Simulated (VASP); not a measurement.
# Si2Bi (P6_3/mmc) in VASP: further runs

Si2Bi is run at these levels: PBE; tasks: single point, relaxation of cell and atoms.

Everything below comes from runs of VASP 6.6.1. Logs are shortened: lines on timing, memory, paths and dates and some standing lists are left out, and cuts for length are marked.

## Step 1: The cell of the first run

Symmetry: P6_3/mmc, No. 194, hexagonal system. Conventional cell: a = 4.006 Å, b = 4.006 Å, c = 8.921 Å, α = 90.00°, β = 90.00°, γ = 120.00°. Within 2.4 Å of Si (site symmetry 3m) lie 1 Si at 1.84 Å. Bi (site symmetry -3m) has 6 Si at 2.66 Å within 3.5 Å.

The cell was generated, and may not be a known phase.

## Step 2: Single point, PBE

Contents of INCAR:

```
SYSTEM = Si2Bi
PREC = Accurate ; ENCUT = 520
EDIFF = 1E-7 ; ISMEAR = 0
SIGMA = 0.1 ; LREAL = .FALSE.
LASPH = .TRUE. ; NELM = 80
ALGO = Normal ; ISIF = 2
LWAVE = .FALSE. ; LCHARG = .FALSE.
GGA = PE ; NBANDS = 32
```

Contents of KPOINTS:

```
Automatic mesh
0
G
  6 6 2
  0 0 0
```

Contents of POSCAR:

```
Si2Bi
1.0
    4.0059525000      0.0000000000      0.0000000000
   -2.0029762500      3.4692566300      0.0000000000
    0.0000000000      0.0000000000      8.9214743100
Si Bi
4 2
Direct
    0.3333333300      0.6666666700      0.8530910100
    0.6666666700      0.3333333300      0.3530910100
    0.6666666700      0.3333333300      0.1469089900
    0.3333333300      0.6666666700      0.6469089900
    0.0000000000      0.0000000000      0.0000000000
    0.0000000000      0.0000000000      0.5000000000
```

Potentials or basis: VASP PAW PBE potentials, release 64 (Si, Bi_d).

Launch:

```console
> cat potpaw_PBE.64/Si/POTCAR potpaw_PBE.64/Bi_d/POTCAR > POTCAR
> mpirun -np 1 vasp_std > vasp.out
```

OUTCAR:

```text
SYSTEM = Si2Bi
   PREC = Accurate
   ENCUT = 520
   EDIFF = 1E-7
   ISMEAR = 0
   LREAL = .FALSE.
   LASPH = .TRUE.
   NELM = 80
   ISIF = 2
   GGA = PE

 ion  position               nearest neighbor table
   1  0.333  0.667  0.853-   4 1.84   5 2.66   5 2.66   5 2.66
   2  0.667  0.333  0.353-   3 1.84   6 2.66   6 2.66   6 2.66
   3  0.667  0.333  0.147-   2 1.84   5 2.66   5 2.66   5 2.66
   4  0.333  0.667  0.647-   1 1.84   6 2.66   6 2.66   6 2.66
   5  0.000  0.000  0.000-   1 2.66   3 2.66   1 2.66   3 2.66   3 2.66   1 2.66
   6  0.000  0.000  0.500-   2 2.66   4 2.66   4 2.66   2 2.66   2 2.66   4 2.66

  LATTYP: Found a hexagonal cell.
 ALAT       =     4.0059525000
 C/A-ratio  =     2.2270544421

  Lattice vectors:

 A1 = (   4.0059525000,   0.0000000000,   0.0000000000)
 A2 = (  -2.0029762500,   3.4692566300,   0.0000000000)
 A3 = (   0.0000000000,   0.0000000000,   8.9214743100)

Analysis of symmetry for initial positions (statically):
=====================================================================
 Subroutine PRICEL returns:
 Original cell was already a primitive cell.

 Routine SETGRP: Setting up the symmetry group for a
 hexagonal supercell.

 Subroutine GETGRP returns: Found 24 space group operations
 (whereof 12 operations were pure point group operations)
 out of a pool of 24 trial point group operations.

The static configuration has the point symmetry D_3d.
 The point group associated with its full space group is D_6h.

Analysis of symmetry for dynamics (positions and initial velocities):
=====================================================================
 Subroutine PRICEL returns:
 Original cell was already a primitive cell.

 Routine SETGRP: Setting up the symmetry group for a
 hexagonal supercell.

 Subroutine GETGRP returns: Found 24 space group operations
 (whereof 12 operations were pure point group operations)
 out of a pool of 24 trial point group operations.

The dynamic configuration has the point symmetry D_3d.
 The point group associated with its full space group is D_6h.

 Subroutine INISYM returns: Found 24 space group operations
 (whereof 12 operations are pure point group operations),
 and found     1 'primitive' translations

----------------------------------------------------------------------------------------
[... 90 lines left out ...]
   EDIFF  = 0.1E-06   stopping-criterion for ELM
   LREAL  =      F    real-space projection
   EDIFFG = 0.1E-05   stopping-criterion for IOM
   NSW    =      0    number of steps for IOM
   IBRION =     -1    ionic relax: 0-MD 1-quasi-New 2-CG
   NFREE  =      0    steps in history (QN), initial steepest desc. (CG)
   ISIF   =      2    stress and relaxation
   ISYM   =      2    0-nonsym 1-usesym 2-fastsym
   POTIM  = 0.5000    time-step for ionic-motion
   TEBEG  =    0.0;   TEEND  =   0.0 temperature during run
   PSTRESS=    0.0 pullay stress
   NELECT =      46.0000    total number of electrons
   NUPDOWN=      -1.0000    fix difference up-down
   EMIN   =  10.00;   EMAX   =-10.00  energy-range for DOS
   EFERMI =   0.00;   METHOD = LEGACY
   ISMEAR =     0;   SIGMA  =   0.10  broadening in eV -4-tet -1-fermi 0-gaus
   EFERMI_NEDOS =   21; number of points for ismear=-14 and -15
   IALGO  =     38    algorithm
   IMIX   =      4    mixing-type and parameters
     AMIX     =   0.40;   BMIX     =  1.00
     AMIX_MAG =   1.60;   BMIX_MAG =  1.00
  volume/ion in A,a.u.               =      20.66       139.45
  Fermi-wavevector in a.u.,A,eV,Ry     =   1.176344  2.222969 18.827554  1.383786
  Thomas-Fermi vector in A             =   2.312710
   LORBIT       =      0    0 simple, 1 ext, 2 COOP (PROOUT), +10 PAW based schemes
   GGA     = PE    functional components
   LHFCALC =     F    Hartree Fock is set to
   AEXX    =    0.0000 exact exchange contribution
   IVDW    =     0    specifies the selected vdW correction
   LEPSILON=     F    determine dielectric tensor
   LRPA    =     F    only Hartree local field effects (RPA)
 non-spin polarized calculation
 Gauss-broadening in eV      SIGMA  =   0.10
  energy-cutoff  :      520.00
  volume of cell :      123.99
 maximum number of plane-waves:      3366
 NGX is ok and might be reduce to    30
   NGX = 15   NGY = 15   NGZ = 33

 number of electron      45.9999993 magnetization

 Free energy of the ion-electron system (eV)
  ---------------------------------------------------
  ext. energy  EPLUGINS =         0.00000000
  ---------------------------------------------------
  free energy    TOTEN  =       -19.99873489 eV

  energy without entropy =      -19.98789490  energy(sigma->0) =      -19.99331489

 E-fermi :   8.5238     XC(G=0): -10.3119

 val. band max:        8.4868643237   @ k =   0.5000   0.0000   0.5000
 cond. band min:       8.5283689182   @ k =   0.0000   0.0000   0.5000
 fundamental gap:      0.0415045945
 Fermi energy:         8.5238393893

 k-point     1 :       0.0000    0.0000    0.0000
  band No.  band energies     occupation
      1     -14.9100      2.00000
      2     -14.9100      2.00000
      3     -14.9080      2.00000
      4     -14.9080      2.00000
      5     -14.8395      2.00000
      6     -14.8292      2.00000
[... 479 lines left out ...]
     31      14.1690      0.00000
     32      14.1690      0.00000

------------------------ aborting loop because EDIFF is reached ----------------------------------------

  FORCE on cell =-STRESS in cart. coord.  units (eV):
  Direction    XX          YY          ZZ          XY          YZ          ZX
  --------------------------------------------------------------------------------------
  -------------------------------------------------------------------------------------
  Total       16.5241523     16.5241523     52.6073408      0.0000000     -0.0000000     -0.0000000
  in kB      213.5260760    213.5260759    679.7951789      0.0000000     -0.0000000     -0.0000000
  external PRESSURE =     368.9491103 kB  Pullay stress =       0.0000000 kB

 VOLUME and BASIS-vectors are now :
 -----------------------------------------------------------------------------
  energy-cutoff  :      520.00
  volume of cell :      123.99
      direct lattice vectors                 reciprocal lattice vectors
     4.005952500  0.000000000  0.000000000     0.249628522  0.144123094  0.000000000
    -2.002976250  3.469256630  0.000000000     0.000000000  0.288246188  0.000000000
     0.000000000  0.000000000  8.921474310     0.000000000  0.000000000  0.112089097

 POSITION                                       TOTAL-FORCE (eV/Angst)
 -----------------------------------------------------------------------------------
     -0.00000      2.31284      7.61083         0.000000      0.000000      8.734290
      2.00298      1.15642      3.15009         0.000000     -0.000000      8.734290
      2.00298      1.15642      1.31064        -0.000000     -0.000000     -8.734290
     -0.00000      2.31284      5.77138         0.000000      0.000000     -8.734290
      0.00000      0.00000      0.00000        -0.000000      0.000000      0.000000
      0.00000      0.00000      4.46074        -0.000000      0.000000      0.000000
 -----------------------------------------------------------------------------------
    total drift:                               -0.000000     -0.000000      0.000000

  FREE ENERGIE OF THE ION-ELECTRON SYSTEM (eV)
  ---------------------------------------------------
  free  energy   TOTEN  =       -19.9987348898 eV

  energy  without entropy=      -19.9878948951  energy(sigma->0) =      -19.99331489
```

stdout:

```text
POSCAR found type information on POSCAR SiBi
 POSCAR found :  2 types and       6 ions
 scaLAPACK will be used
 LDA part: xc-table for (Slater+PW92), standard interpolation
 POSCAR, INCAR and KPOINTS ok, starting setup
 FFT: planning ... GRIDC
 FFT: planning ... GRID_SOFT
 FFT: planning ... GRID
 WAVECAR not read
 entering main loop
```

It took 75 s on 1 thread of Oxide Virtual Turin-like, shared host; peak memory 0.21 GiB.

Results:

- Free energy: -19.9987 eV
- Pressure: 36.9 GPa
- Largest force: 8.734 eV/Å
- Band gap on the k mesh: zero (bands 23 and 24 overlap by 2.34 eV)

Forces on the atoms (eV/Å):
```
Si   0.000  0.000  8.734
Si   0.000  0.000  8.734
Si   0.000  0.000 -8.734
Si   0.000  0.000 -8.734
Bi   0.000  0.000  0.000
Bi   0.000  0.000  0.000
```

Levels at points of the mesh, in eV from the Fermi level:
```csv
k point,band 19,band 20,band 21,band 22,band 23,band 24,band 25,band 26,band 27,band 28
"(0.00, 0.00, 0.00)",-1.18,-1.18,-1.15,-1.15,-0.70,0.13,1.08,1.43,1.43,1.60
"(0.50, 0.00, 0.00)",-3.77,-3.27,-2.94,-2.05,-1.31,-0.93,1.48,1.76,2.89,3.26
"(0.00, 0.00, 0.50)",-2.04,-2.04,0.00,0.00,0.00,0.00,0.23,0.23,1.40,1.40
"(0.50, 0.00, 0.50)",-3.95,-3.95,-1.72,-1.72,-0.04,-0.04,0.20,0.20,3.10,3.10
```

Caveat: the stress differs along the axes, from 21 to 68 GPa; spin-orbit coupling is left out, which moves the levels of the heavy elements; forces of over 1 eV/Å act on the atoms, so gaps and moduli don't describe the material at rest.

## Step 3: Single point, PBE

This run uses another cell than the first one, of 28.51 Å³/atom.

Contents of INCAR:

```
  PREC = Accurate
  ENCUT = 520
  EDIFF = 1E-6
  ISMEAR = 0
  SIGMA = 0.1
  LREAL = F
  LASPH = T
  NELM = 60
  ALGO = Normal
  ISIF = 2
  LWAVE = F
  LCHARG = F
  GGA = PE
  NBANDS = 32
```

Contents of KPOINTS:

```
Automatic mesh
0
Gamma
  6 6 2
```

Contents of POSCAR:

```
Si2Bi
1.0
    4.4178360108      0.0000000000      0.0000000000
   -2.2089180054      3.8259582151      0.0000000000
    0.0000000000      0.0000000000     10.1191187155
Si Bi
4 2
Direct
    0.3333333333      0.6666666667      0.8610324207
    0.6666666667      0.3333333333      0.3610324207
    0.6666666667      0.3333333333      0.1389675793
    0.3333333333      0.6666666667      0.6389675793
    0.0000000000      0.0000000000      0.0000000000
    0.0000000000      0.0000000000      0.5000000000
```

Potentials or basis: VASP PAW PBE potentials, release 64 (Si, Bi_d).

Launch:

```console
> cat potpaw_PBE.64/Si/POTCAR potpaw_PBE.64/Bi_d/POTCAR > POTCAR
> mpirun -np 1 vasp_std > vasp.out
```

It took 93 s on 1 thread of Oxide Virtual Turin-like, shared host; peak memory 0.29 GiB.

Results (log left out):

```yaml
Free_energy: -25.2479 eV
Pressure: 0.0 GPa
Largest_force: 0.004 eV/Å
Band_gap_on_the_k_mesh: zero (bands 23 and 24 overlap by 1.73 eV)
```

Forces on the atoms (eV/Å):
```
Si   0.000  0.000 -0.004
Si   0.000  0.000 -0.004
Si   0.000  0.000  0.004
Si   0.000  0.000  0.004
Bi   0.000  0.000  0.000
Bi   0.000  0.000  0.000
```

Levels at points of the mesh, in eV from the Fermi level:
```csv
k point,band 21,band 22,band 23,band 24,band 25,band 26
"(0.00, 0.00, 0.00)",-1.01,-0.71,-0.48,-0.48,0.96,1.25
"(0.50, 0.00, 0.00)",-2.38,-1.22,-0.78,-0.43,1.33,2.18
"(0.00, 0.00, 0.50)",-0.73,-0.73,0.25,0.25,0.25,0.25
"(0.50, 0.00, 0.50)",-1.80,-1.80,0.27,0.27,0.56,0.56
```

Caveat: spin-orbit coupling is left out, which moves the levels of the heavy elements.

## Step 4: Relaxation of cell and atoms, PBE

Contents of INCAR:

```
SYSTEM = Si2Bi
ALGO = Normal ; EDIFF = 1E-6
EDIFFG = -0.04 ; ENCUT = 600
GGA = PE ; IBRION = 2
ISIF = 3 ; ISMEAR = 0
LASPH = .True. ; LCHARG = .False.
LREAL = .False. ; LWAVE = .False.
NELM = 60 ; NSW = 90
PREC = Accurate ; SIGMA = 0.1
```

Contents of KPOINTS:

```
k-points
0
Gamma
  6 6 2
  0 0 0
```

Contents of POSCAR:

```
Si2Bi
1.0
    4.0059525000      0.0000000000      0.0000000000
   -2.0029762500      3.4692566300      0.0000000000
    0.0000000000      0.0000000000      8.9214743100
Si Bi
4 2
Direct
    0.3333333300      0.6666666700      0.8530910100
    0.6666666700      0.3333333300      0.3530910100
    0.6666666700      0.3333333300      0.1469089900
    0.3333333300      0.6666666700      0.6469089900
    0.0000000000      0.0000000000      0.0000000000
    0.0000000000      0.0000000000      0.5000000000
```

Launch:

```console
> cat potpaw_PBE.64/Si/POTCAR potpaw_PBE.64/Bi_d/POTCAR > POTCAR
> mpirun -np 1 vasp_std > vasp.out
```

It took 11 min on 1 thread of Oxide Virtual Turin-like, shared host; peak memory 0.26 GiB.

It converged, with:

```yaml
Free_energy: -25.2386 eV
Relaxed_volume: 28.49 Å³/atom
Relaxed_cell: a = 4.416 Å, b = 4.416 Å, c = 10.123 Å, α = 90.00°, β = 90.00°, γ = 120.00°
Space_group_after_relaxing_to_0.1_Å: P6_3/mmc (No. 194)
Energy_gained_by_relaxing: 873.2 meV/atom
Ionic_steps: 17
Pressure_after_relaxing: 0.0 GPa
Band_gap_on_the_k_mesh: zero (bands 23 and 24 overlap by 1.73 eV)
```

Forces on the atoms (eV/Å):
```
Si   0.000  0.000 -0.002
Si   0.000  0.000 -0.002
Si   0.000  0.000  0.002
Si   0.000  0.000  0.002
Bi   0.000  0.000  0.000
Bi   0.000  0.000  0.000
```

The path:
| step | energy change (eV) | largest force (eV/Å) | pressure (GPa) | volume (Å³) |
| --- | --- | --- | --- | --- |
| 1 | 0.0000 | 8.7337 | 36.91 | 123.99 |
| 2 | -2.1768 | 0.0377 | -2.08 | 226.47 |
| 3 | -2.2845 | 0.2238 | -1.77 | 219.74 |
| 4 | -2.3940 | 0.4253 | -1.44 | 213.44 |
| 5 | -3.5620 | 2.3926 | 4.20 | 165.27 |
| 6 | -3.7860 | 2.4942 | 11.86 | 143.80 |
| 7 | -3.7735 | 2.6666 | 8.83 | 150.81 |
| 8 | -4.7572 | 1.1772 | -3.93 | 188.23 |
| 9 | -4.8158 | 1.4014 | -2.20 | 179.35 |
| 10 | -5.2124 | 0.4259 | -0.56 | 172.70 |
| 11 | -5.2279 | 0.0973 | -0.03 | 171.36 |
| 12 | -5.2277 | 0.0517 | 0.03 | 171.20 |
| 13 | -5.2323 | 0.0324 | 0.06 | 171.07 |
| 14 | -5.2385 | 0.0233 | 0.12 | 170.73 |
| 15 | -5.2390 | 0.0480 | 0.14 | 170.59 |
| 16 | -5.2386 | 0.0694 | -0.17 | 171.45 |
| 17 | -5.2393 | 0.0020 | 0.01 | 170.95 |

Final structure:
```
Si Bi
1.0
     4.41581    0.00000    0.00000
    -2.20791    3.82421    0.00000
     0.00000    0.00000   10.12295
Si Bi
4 2
Direct
  0.33333 0.66667 0.86098
  0.66667 0.33333 0.36098
  0.66667 0.33333 0.13902
  0.33333 0.66667 0.63902
  0.00000 0.00000 0.00000
  0.00000 0.00000 0.50000
```

Levels at points of the mesh, in eV from the Fermi level:
```csv
k point,band 21,band 22,band 23,band 24,band 25,band 26
"(0.00, 0.00, 0.00)",-1.01,-0.71,-0.48,-0.48,0.96,1.25
"(0.50, 0.00, 0.00)",-2.38,-1.22,-0.78,-0.43,1.32,2.30
"(0.00, 0.00, 0.50)",-0.73,-0.73,0.25,0.25,0.25,0.25
"(0.50, 0.00, 0.50)",-1.80,-1.80,0.26,0.26,0.56,0.56
```

Caveat: the volume moved by over 15 % at a fixed basis, so the end points are rough; spin-orbit coupling is left out, which moves the levels of the heavy elements.

## Step 5: Single point, PBE

This run uses another cell than the first one, of 28.13 Å³/atom.

Contents of INCAR:

```
SYSTEM = Si2Bi
  PREC = Accurate
  ENCUT = 520
  EDIFF = 1E-6
  ISMEAR = 0
  SIGMA = 0.1
  LREAL = .FALSE.
  LASPH = .TRUE.
  NELM = 100
  ALGO = Fast
  ISIF = 2
  LWAVE = .FALSE.
  LCHARG = .TRUE.
  GGA = PE
  LELF = .TRUE.
  LVHAR = .TRUE.
  NBANDS = 32
```

Contents of KPOINTS:

```
Automatic mesh
0
G
  12 12 4
  0 0 0
```

Contents of POSCAR:

```
Si2Bi
1.0
    4.3290946429      0.0000000000      0.0000000000
   -2.1645473214      3.7491059361      0.0000000000
    0.0000000000      0.0000000000     10.4002763564
Si Bi
4 2
Direct
    0.3333333333      0.6666666667      0.8587883099
    0.6666666667      0.3333333333      0.3587883099
    0.6666666667      0.3333333333      0.1412116901
    0.3333333333      0.6666666667      0.6412116901
    0.0000000000      0.0000000000      0.0000000000
    0.0000000000      0.0000000000      0.5000000000
```

Launch:

```console
> cat potpaw_PBE.64/Si/POTCAR potpaw_PBE.64/Bi_d/POTCAR > POTCAR
> mpirun -np 1 vasp_std > vasp.out
```

Run time: 5.7 min. Hardware: 1 thread of Oxide Virtual Turin-like, shared host; peak memory 0.39 GiB.

It converged, with:

| Quantity | Value |
| --- | --- |
| Free energy | -25.2174 eV |
| Pressure | 0.0 GPa |
| Largest force | 0.013 eV/Å |
| Band gap on the k mesh | zero (bands 23 and 24 overlap by 1.72 eV) |

Forces in eV/Å, atoms in the order of the input:
```
Si   0.000  0.000 -0.013
Si   0.000  0.000 -0.013
Si   0.000  0.000  0.013
Si   0.000  0.000  0.013
Bi   0.000  0.000  0.000
Bi   0.000  0.000  0.000
```

Levels at points of the mesh, in eV from the Fermi level:
| k point | band 19 | band 20 | band 21 | band 22 | band 23 | band 24 | band 25 | band 26 | band 27 | band 28 |
| --- | --- | --- | --- | --- | --- | --- | --- | --- | --- | --- |
| (0.00, 0.00, 0.00) | -1.40 | -0.79 | -0.79 | -0.41 | -0.24 | -0.24 | 1.32 | 1.47 | 1.47 | 1.96 |
| (0.50, 0.00, 0.00) | -2.93 | -2.57 | -2.34 | -1.20 | -0.83 | -0.33 | 1.33 | 2.23 | 2.27 | 2.34 |
| (0.00, 0.00, 0.50) | -1.19 | -1.19 | -0.59 | -0.59 | 0.47 | 0.47 | 0.47 | 0.47 | 1.52 | 1.52 |
| (0.50, 0.00, 0.50) | -2.69 | -2.69 | -1.82 | -1.82 | 0.18 | 0.18 | 0.61 | 0.61 | 2.53 | 2.53 |

Caveat: spin-orbit coupling is left out, which moves the levels of the heavy elements.

## Step 6: The runs side by side

```tsv
task	cell	k mesh	cutoff (eV)	gap on the mesh (eV)	pressure (GPa)	largest force (eV/Å)
single point	a = 4.006, b = 4.006, c = 8.921 Å, angles 90.0, 90.0, 120.0°, 6 atoms, atomic positions A	6 × 6 × 2	520	none	36.9	8.73
single point	a = 4.418, b = 4.418, c = 10.119 Å, angles 90.0, 90.0, 120.0°, 6 atoms, atomic positions B	6 × 6 × 2	520	none	0.0	-
relaxation of cell and atoms	relaxed from a = 4.006, b = 4.006, c = 8.921 Å, angles 90.0, 90.0, 120.0°, 6 atoms, atomic positions A	6 × 6 × 2	600	none	0.0	-
single point	a = 4.329, b = 4.329, c = 10.400 Å, angles 90.0, 90.0, 120.0°, 6 atoms, atomic positions C	12 × 12 × 4	520	none	0.0	0.01
```

Alike in all rows: level PBE; potentials or basis VASP PAW PBE potentials, release 64 (Si, Bi_d); no spin polarisation; smearing gaussian 0.1 eV.

Caveats: spin-orbit coupling is left out, which moves the levels of the heavy elements; the stress differs along the axes, from 21 to 68 GPa (at least some runs); forces of over 1 eV/Å act on the atoms, so gaps and moduli don't describe the material at rest (at least some runs); the volume moved by over 15 % at a fixed basis, so the end points are rough (at least some runs).

Total energies depend on the potentials used, so only differences within one code and one set of settings carry meaning.

The gap in the log of VASP goes by the Fermi energy; the results here count the filled bands.